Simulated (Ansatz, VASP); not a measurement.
**One calculation of Si2W, two programs**

```
W Si
1.0
    -1.33679    1.33679    3.41937
     1.33679   -1.33679    3.41937
     1.33679    1.33679   -3.41937
W Si
1 2
Direct
  0.00000 0.00000 0.00000
  0.32871 0.32871 0.00000
  0.67129 0.67129 0.00000
```

Alike in both runs: task single point; functional LDA; k mesh 14 × 14 × 14; occupations fermi-dirac, width 0.08 eV; no spin polarisation.

|  | VASP | Ansatz |
| --- | --- | --- |
| version | VASP 6.6.1 | Ansatz 0.2.0 |
| potentials or method | VASP PAW LDA potentials, release 64 (W_sv, Si) | PAW with other files of Ansatz's library (level accurate), scalar-relativistic |
| plane-wave cutoff (eV) | 520 | 880 |
| valence electrons in the cell | 22 | 36 |

VASP gave:

```
pressure (GPa)                                                : 311.9
traceless stress, the component that is largest in VASP (GPa) : 0.16
rms of the force components (eV/Å)                            : 0.028
```

Task: Which values does Ansatz return?

Result: Pressure (GPa): 304.2; traceless stress, the component that is largest in VASP (GPa): -0.34; rms of the force components (eV/Å): 0.020.

LDA's correlation is that of Perdew and Zunger in VASP and of Perdew and Wang (1992) in Ansatz. Atom by atom the forces differ by 0.048 eV/Å (rms over components). Both programs put the cell under a high pressure, so it lies far from rest at this level. VASP's potentials hold 22 valence electrons a cell and Ansatz's 36, so a difference there can come from the potentials and not from the codes.

Spin-orbit coupling is off throughout. Noted on VASP's run: the cell as given lies far from equilibrium.
